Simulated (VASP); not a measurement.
# Zn8S7 (a cell with a defect) in VASP: further runs

Runs on Zn8S7 (a cell with a defect). Level: PBE. Tasks: single point, relaxation of the atoms.

Program: VASP 6.6.1. These are calculated values, not measurements. Logs are shortened: lines on timing, memory, paths and dates and some standing lists are left out, and cuts for length are marked.

## 1. The cell of the first run

The cell holds a defect, 15 atoms: a = 6.305 Å, b = 7.688 Å, c = 7.688 Å, α = 120.00°, β = 90.00°, γ = 90.00°.

## 2. Single point, PBE, collinear spin

File INCAR:

```
SYSTEM = Zn8S7
PREC = Accurate ; ENCUT = 520
EDIFF = 1E-6 ; ISMEAR = 0
SIGMA = 0.01 ; LREAL = Auto
LASPH = .True. ; NELM = 150
ALGO = Normal ; ISIF = 2
LWAVE = .False. ; LCHARG = .False.
ISPIN = 2 ; MAGMOM = 0.25 0 0 0 0.25 0.25 0 0.25 0 0 0 0 0 0 0
LORBIT = 11 ; GGA = PE
NELECT = 137.0 ; NBANDS = 86
```

File KPOINTS:

```
Automatic mesh
0
Gamma
  1 1 1
  0 0 0
```

File POSCAR:

```
Zn8S7
1.0
    0.0000000000      0.0000000000      6.3046430618
   -3.8440669373      6.6581192431      0.0000000000
   -3.8440669373     -6.6581192430      0.0000000000
Zn S
8 7
Direct
    0.0839933930      0.1666666667      0.3333333333
   -0.0037735970      0.6633691766      0.3267383532
   -0.0037735970      0.1732616468      0.8366308234
   -0.0037735970      0.6633691766      0.8366308234
    0.4911328339      0.8675512771      0.1837756386
    0.4911328339      0.3162243614      0.1837756386
    0.4853692133      0.8333333333      0.6666666667
    0.4911328339      0.3162243614      0.6324487229
    0.3689289080      0.6632006488      0.3264012977
    0.3689289080      0.1735987023      0.8367993512
    0.3689289080      0.6632006488      0.8367993512
    0.8766347753      0.8574060594      0.1787030297
    0.8766347753      0.3212969703      0.1787030297
    0.8571353069      0.8333333333      0.6666666667
    0.8766347753      0.3212969703      0.6425939406
```

Potentials or basis: VASP PAW PBE potentials, release 64 (Zn, S).

On the command line:

```bash
$ cat potpaw_PBE.64/Zn/POTCAR potpaw_PBE.64/S/POTCAR > POTCAR
$ mpirun -np 1 vasp_gam > vasp.out
```

OUTCAR:

```text
SYSTEM = Zn8S7
   PREC = Accurate
   ENCUT = 520
   EDIFF = 1E-6
   ISMEAR = 0
   LREAL = Auto
   LASPH = .True.
   NELM = 150
   ISIF = 2
   ISPIN = 2
   LORBIT = 11
   GGA = PE
   NELECT = 137.0

 ion  position               nearest neighbor table
   1  0.084  0.167  0.333-  13 2.44  15 2.44  12 2.44
   2  0.996  0.663  0.327-   9 2.35  12 2.41  13 2.41  14 2.43
   3  0.996  0.173  0.837-  10 2.35  13 2.41  15 2.41  14 2.43
   4  0.996  0.663  0.837-  11 2.35  12 2.41  15 2.41  14 2.43
   5  0.491  0.868  0.184-  12 2.43  11 2.45   9 2.45
   6  0.491  0.316  0.184-  13 2.43  10 2.45   9 2.45
   7  0.485  0.833  0.667-  14 2.34   9 2.38  11 2.38  10 2.38
   8  0.491  0.316  0.632-  15 2.43  10 2.45  11 2.45
   9  0.369  0.663  0.326-   2 2.35   7 2.38   5 2.45   6 2.45
  10  0.369  0.174  0.837-   3 2.35   7 2.38   6 2.45   8 2.45
  11  0.369  0.663  0.837-   4 2.35   7 2.38   5 2.45   8 2.45
  12  0.877  0.857  0.179-   4 2.41   2 2.41   5 2.43   1 2.44
  13  0.877  0.321  0.179-   3 2.41   2 2.41   6 2.43   1 2.44
  14  0.857  0.833  0.667-   7 2.34   4 2.43   2 2.43   3 2.43
  15  0.877  0.321  0.643-   3 2.41   4 2.41   8 2.43   1 2.44

  LATTYP: Found a hexagonal cell.
 ALAT       =     7.6881338746
 C/A-ratio  =     0.8200485533

  Lattice vectors:

 A1 = (  -3.8440669373,   6.6581192431,   0.0000000000)
 A2 = (  -3.8440669373,  -6.6581192430,   0.0000000000)
 A3 = (   0.0000000000,   0.0000000000,   6.3046430618)

Analysis of symmetry for initial positions (statically):
=====================================================================
 Subroutine PRICEL returns:
 Original cell was already a primitive cell.

 Routine SETGRP: Setting up the symmetry group for a
 hexagonal supercell.

 Subroutine GETGRP returns: Found  6 space group operations
 (whereof  2 operations were pure point group operations)
 out of a pool of 24 trial point group operations.

The static configuration has the point symmetry C_1h.
 The point group associated with its full space group is C_3v.

Analysis of symmetry for dynamics (positions and initial velocities):
=====================================================================
 Subroutine PRICEL returns:
 Original cell was already a primitive cell.

 Routine SETGRP: Setting up the symmetry group for a
 hexagonal supercell.

 Subroutine GETGRP returns: Found  6 space group operations
[... 262 lines left out ...]

 spin component 2

 k-point     1 :       0.0000    0.0000    0.0000
  band No.  band energies     occupation
      1     -11.2888      1.00000
      2     -10.5221      1.00000
      3     -10.5089      1.00000
      4     -10.5089      1.00000
      5     -10.4137      1.00000
      6     -10.1944      1.00000
[... 72 lines left out ...]
     79       6.5358      0.00000
     80       6.7419      0.00000
 [bands above 80 left out]

------------------------ aborting loop because EDIFF is reached ----------------------------------------

  FORCE on cell =-STRESS in cart. coord.  units (eV):
  Direction    XX          YY          ZZ          XY          YZ          ZX
  --------------------------------------------------------------------------------------
  -------------------------------------------------------------------------------------
  Total       -9.8307438     -9.8307438    -23.8236022      0.0000000     -0.0000000     -0.0000000
  in kB      -48.8049590    -48.8049590   -118.2728332      0.0000000     -0.0000000     -0.0000000
  external PRESSURE =     -71.9609171 kB  Pullay stress =       0.0000000 kB

 VOLUME and BASIS-vectors are now :
 -----------------------------------------------------------------------------
  energy-cutoff  :      520.00
  volume of cell :      322.73
      direct lattice vectors                 reciprocal lattice vectors
     0.000000000  0.000000000  6.304643062     0.000000000  0.000000000  0.158613262
    -3.844066937  6.658119243  0.000000000    -0.130070576  0.075096282  0.000000000
    -3.844066937 -6.658119243  0.000000000    -0.130070576 -0.075096282  0.000000000

 POSITION                                       TOTAL-FORCE (eV/Angst)
 -----------------------------------------------------------------------------------
     -1.92203     -1.10969      0.52955        -0.000000      0.000000      0.038913
     -3.80604      2.24133      6.28085         0.002329      0.001345     -0.011182
     -3.88209     -4.41679      6.28085        -0.002329      0.001345     -0.011182
     -5.76610     -1.15360      6.28085        -0.000000     -0.002689     -0.011182
     -4.04137      4.55266      3.09642        -0.006220      0.003591     -0.001203
     -1.92203      0.88186      3.09642        -0.000000     -0.007182     -0.001203
     -5.76610      1.10969      3.06008        -0.000000      0.000000     -0.006355
     -3.64676     -2.10546      3.09642         0.006220      0.003591     -0.001203
     -3.80410      2.24245      2.32597         0.011500      0.006640     -0.001577
     -3.88404     -4.41567      2.32597        -0.011500      0.006640     -0.001577
     -5.76610     -1.15584      2.32597        -0.000000     -0.013279     -0.001577
     -3.98287      4.51889      5.52687         0.009401     -0.005428     -0.002879
     -1.92203      0.94941      5.52687        -0.000000      0.010855     -0.002879
     -5.76610      1.10969      5.40393        -0.000000      0.000000      0.017965
     -3.70526     -2.13923      5.52687        -0.009401     -0.005428     -0.002879
 -----------------------------------------------------------------------------------
    total drift:                                0.000012      0.000009     -0.000607

  FREE ENERGIE OF THE ION-ELECTRON SYSTEM (eV)
  ---------------------------------------------------
  free  energy   TOTEN  =       -47.5409562736 eV

  energy  without entropy=      -47.5353143778  energy(sigma->0) =      -47.53813533

 total charge

# of ion       s       p       d       tot
------------------------------------------
    1        0.491   0.327   9.768  10.586
    2        0.479   0.415   9.779  10.673
    3        0.479   0.415   9.779  10.673
    4        0.479   0.415   9.779  10.673
    5        0.534   0.302   9.760  10.596
    6        0.534   0.302   9.760  10.596
    7        0.486   0.434   9.785  10.705
    8        0.534   0.302   9.760  10.596
    9        1.321   2.372   0.000   3.693
   10        1.321   2.372   0.000   3.693
   11        1.321   2.372   0.000   3.693
   12        1.316   2.378   0.000   3.693
   13        1.316   2.378   0.000   3.693
   14        1.306   2.393   0.000   3.698
   15        1.316   2.378   0.000   3.693
--------------------------------------------------
tot         13.231  19.555  78.169 110.954

 magnetization (x)

# of ion       s       p       d       tot
------------------------------------------
    1       -0.002   0.000   0.008   0.006
    2       -0.004   0.003   0.021   0.020
    3       -0.004   0.003   0.021   0.020
    4       -0.004   0.003   0.021   0.020
    5       -0.000  -0.000   0.003   0.003
    6       -0.000  -0.000   0.003   0.003
    7       -0.003   0.003   0.016   0.016
    8       -0.000  -0.000   0.003   0.003
    9        0.001   0.050   0.000   0.051
   10        0.001   0.050   0.000   0.051
   11        0.001   0.050   0.000   0.051
   12        0.003   0.093   0.000   0.097
   13        0.003   0.093   0.000   0.097
   14        0.006   0.166   0.000   0.171
   15        0.003   0.093   0.000   0.097
--------------------------------------------------
tot          0.000   0.608   0.097   0.706
```

stdout:

```text
POSCAR found type information on POSCAR ZnS
 POSCAR found :  2 types and      15 ions
 scaLAPACK will be used
 LDA part: xc-table for (Slater+PW92), standard interpolation
 POSCAR, INCAR and KPOINTS ok, starting setup
 FFT: planning ... GRIDC
 FFT: planning ... GRID_SOFT
 FFT: planning ... GRID
 WAVECAR not read
 entering main loop
 the old and the new charge density differ
 old charge density:   138.00000 new  137.00000
    0.166E+01
```

It took 1.8 min on 1 thread of Intel Xeon Platinum 8375C at 2.90GHz (Ice Lake), shared host; peak memory 0.52 GiB.

What came out:

```yaml
Free_energy: -47.5410 eV
Largest_force: 0.039 eV/Å
Net_moment: 1.00 μB per cell
Site_moments: Zn +0.01, +0.02, +0.00; S +0.05, +0.10, +0.17 μB
Valence_electrons_inside_the_program's_atomic_spheres: Zn 10.59, 10.67, 10.60, 10.71; S 3.69, 3.70
```

Forces in eV/Å, atoms in the order of the input:
```
Zn   0.000  0.000  0.039
Zn   0.002  0.001 -0.011
Zn  -0.002  0.001 -0.011
Zn   0.000 -0.003 -0.011
Zn  -0.006  0.004 -0.001
Zn   0.000 -0.007 -0.001
Zn   0.000  0.000 -0.006
Zn   0.006  0.004 -0.001
S    0.011  0.007 -0.002
S   -0.011  0.007 -0.002
S    0.000 -0.013 -0.002
S    0.009 -0.005 -0.003
S    0.000  0.011 -0.003
S    0.000  0.000  0.018
S   -0.009 -0.005 -0.003
```

Levels at points of the mesh, in eV from the Fermi level:
Spin up:
```
           k point  band 67  band 68  band 69  band 70  band 71  band 72
(0.00, 0.00, 0.00)    -0.61    -0.19    -0.19     2.80     3.20     3.49
```
Spin down:
```tsv
k point	band 65	band 66	band 67	band 68	band 69	band 70	band 71	band 72	band 73	band 74
(0.00, 0.00, 0.00)	-0.57	-0.51	-0.51	0.00	0.00	2.83	3.23	3.52	3.52	3.68
```

Caveat: the k points lie up to 1.00 Å⁻¹ apart; the cell carries a net charge on a neutralising background, which shifts energy and pressure; the cell is charged against a uniform background, so pressure and absolute levels hang on convention.

## 3. Relaxation of the atoms, PBE

File INCAR:

```
SYSTEM = Zn8S7
  PREC = Accurate
  ENCUT = 520
  EDIFF = 1E-6
  ISMEAR = 0
  SIGMA = 0.01
  LREAL = Auto
  LASPH = .True.
  NELM = 80
  ALGO = Normal
  ISIF = 2
  LWAVE = .False.
  LCHARG = .False.
  GGA = PE
  IBRION = 2
  NSW = 65
  EDIFFG = -0.025
```

File KPOINTS:

```
regular mesh
0
Gamma
  1 1 1
  0 0 0
```

File POSCAR:

```
Zn8S7
1.0
    0.0000000000      0.0000000000      6.3046430618
   -3.8440669372      6.6581192431      0.0000000000
   -3.8440669373     -6.6581192431      0.0000000000
Zn S
8 7
Direct
    0.0002666736      0.1666666667      0.3333333333
    0.0002666736      0.6666666667      0.3333333333
    0.0002666736      0.1666666667      0.8333333333
    0.0002666736      0.6666666667      0.8333333333
    0.5002666736      0.8333333333      0.1666666667
    0.5002666736      0.3333333333      0.1666666667
    0.5002666736      0.8333333333      0.6666666667
    0.5002666736      0.3333333333      0.6666666667
    0.3747333264      0.6666666667      0.3333333333
    0.3747333264      0.1666666667      0.8333333333
    0.3747333264      0.6666666667      0.8333333333
    0.8747333264      0.8333333333      0.1666666667
    0.8747333264      0.3333333333      0.1666666667
    0.8747333264      0.8333333333      0.6666666667
    0.8747333264      0.3333333333      0.6666666667
```

Potentials or basis: VASP PAW PBE potentials, release 64 (Zn, S).

On the command line:

```bash
$ cat potpaw_PBE.64/Zn/POTCAR potpaw_PBE.64/S/POTCAR > POTCAR
$ mpirun -np 1 vasp_gam > vasp.out
```

It took 9.1 min on 1 thread of Intel Xeon Platinum 8375C at 2.90GHz (Ice Lake), shared host; peak memory 0.43 GiB.

Results (log left out):

```yaml
Free_energy: -46.2458 eV
Energy_gained_by_relaxing: 36.4 meV/atom
Ionic_steps: 15
Pressure_after_relaxing: -3.0 GPa
Largest_force_after_relaxing: 0.024 eV/Å
Band_gap_on_the_k_mesh: 2.79 eV
```

Forces in eV/Å, atoms in the order of the input:
```
Zn   0.000  0.000  0.018
Zn   0.002  0.001 -0.007
Zn  -0.002  0.001 -0.007
Zn   0.000 -0.003 -0.007
Zn  -0.019  0.011 -0.009
Zn   0.000 -0.022 -0.009
Zn   0.000  0.000  0.000
Zn   0.019  0.011 -0.009
S    0.009  0.005  0.009
S   -0.009  0.005  0.009
S    0.000 -0.010  0.009
S   -0.007  0.004 -0.002
S    0.000 -0.008 -0.002
S    0.000  0.000  0.012
S    0.007  0.004 -0.002
```

Stress tensor (GPa, compression positive):
```
-0.20  0.00  0.00
 0.00 -0.20  0.00
 0.00  0.00 -8.70
```

Step by step:
```csv
step,energy change (eV),largest force (eV/Å),pressure (GPa)
1,0.0000,0.7413,0.35
2,-0.1429,0.6559,-0.07
3,-0.3165,0.7871,-1.04
4,-0.4323,0.5507,-1.82
5,-0.4905,0.1829,-2.77
6,-0.4905,0.1989,-2.73
7,-0.5007,0.1940,-2.75
8,-0.5140,0.1914,-2.77
9,-0.5215,0.1761,-2.82
10,-0.5362,0.1354,-2.88
11,-0.5320,0.2794,-2.96
12,-0.5399,0.1397,-2.92
13,-0.5447,0.0641,-2.95
14,-0.5458,0.0385,-2.98
15,-0.5466,0.0241,-3.03
```

Final structure:
```
Zn S
1.0
     0.00000    0.00000    6.30464
    -3.84407    6.65812    0.00000
    -3.84407   -6.65812    0.00000
Zn S
8 7
Direct
  0.07743 0.16667 0.33333
  0.99132 0.66524 0.33047
  0.99132 0.16953 0.83476
  0.99132 0.66524 0.83476
  0.49463 0.86362 0.18181
  0.49463 0.31819 0.18181
  0.48712 0.83333 0.66667
  0.49463 0.31819 0.63638
  0.36917 0.66324 0.32648
  0.36917 0.17352 0.83676
  0.36917 0.66324 0.83676
  0.87821 0.85564 0.17782
  0.87821 0.32218 0.17782
  0.86070 0.83333 0.66667
  0.87821 0.32218 0.64436
```

Levels at points of the mesh, in eV from the valence-band top:
| k point | band 66 | band 67 | band 68 | band 69 | band 70 | band 71 | band 72 | band 73 |
| --- | --- | --- | --- | --- | --- | --- | --- | --- |
| (0.00, 0.00, 0.00) | -0.57 | -0.54 | 0.00 | 0.00 | 2.79 | 3.11 | 3.46 | 3.46 |

Caveat: the k points lie up to 1.00 Å⁻¹ apart.

## 4. Relaxation of the atoms, PBE

File INCAR:

```
ALGO = Normal
EDIFF = 1E-6
EDIFFG = -0.025
ENCUT = 520
GGA = PE
IBRION = 2
ISIF = 2
ISMEAR = 0
LASPH = True
LCHARG = False
LREAL = Auto
LWAVE = False
NELECT = 136.0
NELM = 100
NSW = 65
PREC = Accurate
SIGMA = 0.01
```

File KPOINTS:

```
k-points
0
Gamma
  1 1 1
```

File POSCAR:

```
Zn8S7
1.0
    0.0000000000      0.0000000000      6.3046430618
   -3.8440669372      6.6581192431      0.0000000000
   -3.8440669373     -6.6581192431      0.0000000000
Zn S
8 7
Direct
    0.0839933930      0.1666666667      0.3333333333
   -0.0037735970      0.6633691766      0.3267383532
   -0.0037735970      0.1732616468      0.8366308234
   -0.0037735970      0.6633691766      0.8366308234
    0.4911328339      0.8675512771      0.1837756386
    0.4911328339      0.3162243614      0.1837756386
    0.4853692133      0.8333333333      0.6666666667
    0.4911328339      0.3162243614      0.6324487229
    0.3689289080      0.6632006488      0.3264012977
    0.3689289080      0.1735987023      0.8367993512
    0.3689289080      0.6632006488      0.8367993512
    0.8766347753      0.8574060594      0.1787030297
    0.8766347753      0.3212969703      0.1787030297
    0.8571353069      0.8333333333      0.6666666667
    0.8766347753      0.3212969703      0.6425939406
```

On the command line:

```bash
$ cat potpaw_PBE.64/Zn/POTCAR potpaw_PBE.64/S/POTCAR > POTCAR
$ mpirun -np 1 vasp_gam > vasp.out
```

Run time: 3.6 min. Hardware: 1 thread of Intel Xeon Platinum 8375C at 2.90GHz (Ice Lake), shared host; peak memory 0.43 GiB.

The run converged. Its results:

```yaml
Free_energy: -48.6104 eV
Energy_gained_by_relaxing: 1.2 meV/atom
Ionic_steps: 6
Largest_force_after_relaxing: 0.018 eV/Å
```

Forces on the atoms (eV/Å):
```
Zn   0.000  0.000  0.018
Zn  -0.002 -0.001 -0.010
Zn   0.002 -0.001 -0.010
Zn   0.000  0.002 -0.010
Zn   0.007 -0.004  0.003
Zn   0.000  0.008  0.003
Zn   0.000  0.000  0.009
Zn  -0.007 -0.004  0.003
S    0.000  0.000 -0.010
S    0.000  0.000 -0.010
S    0.000  0.000 -0.010
S   -0.004  0.002  0.006
S    0.000 -0.005  0.006
S    0.000  0.000  0.004
S    0.004  0.002  0.006
```

The path:
| step | energy change (eV) | largest force (eV/Å) | pressure (GPa) |
| --- | --- | --- | --- |
| 1 | 0.0000 | 0.1929 | -11.06 |
| 2 | -0.0085 | 0.1524 | -11.09 |
| 3 | -0.0135 | 0.0910 | -11.13 |
| 4 | -0.0157 | 0.0680 | -11.19 |
| 5 | -0.0174 | 0.0257 | -11.33 |
| 6 | -0.0178 | 0.0183 | -11.35 |

Final structure:
```cif
data_structure
_symmetry_space_group_name_H-M 'P 1'
_symmetry_Int_Tables_number 1
_cell_length_a 6.3046
_cell_length_b 7.6881
_cell_length_c 7.6881
_cell_angle_alpha 120.000
_cell_angle_beta 90.000
_cell_angle_gamma 90.000
_cell_volume 322.73
loop_
_atom_site_label
_atom_site_type_symbol
_atom_site_fract_x
_atom_site_fract_y
_atom_site_fract_z
_atom_site_occupancy
Zn1 Zn 0.09227 0.16667 0.33333 1
Zn2 Zn 0.99856 0.66231 0.32462 1
Zn3 Zn 0.99856 0.17538 0.83769 1
Zn4 Zn 0.99856 0.66231 0.83769 1
Zn5 Zn 0.48905 0.87128 0.18564 1
Zn6 Zn 0.48905 0.31436 0.18564 1
Zn7 Zn 0.48663 0.83333 0.66667 1
Zn8 Zn 0.48905 0.31436 0.62872 1
S1 S 0.36808 0.66305 0.32610 1
S2 S 0.36808 0.17390 0.83695 1
S3 S 0.36808 0.66305 0.83695 1
S4 S 0.87455 0.85916 0.17958 1
S5 S 0.87455 0.32042 0.17958 1
S6 S 0.85567 0.83333 0.66667 1
S7 S 0.87455 0.32042 0.64084 1
```

Levels at points of the mesh, in eV from the Fermi level:
| k point | band 63 | band 64 | band 65 | band 66 | band 67 | band 68 | band 69 | band 70 | band 71 | band 72 |
| --- | --- | --- | --- | --- | --- | --- | --- | --- | --- | --- |
| (0.00, 0.00, 0.00) | -1.11 | -0.47 | -0.47 | -0.41 | -0.41 | 0.00 | 0.00 | 3.01 | 3.47 | 3.71 |

Caveat: the k points lie up to 1.00 Å⁻¹ apart; the cell carries a net charge on a neutralising background, which shifts energy and pressure; the cell is charged against a uniform background, so pressure and absolute levels hang on convention.
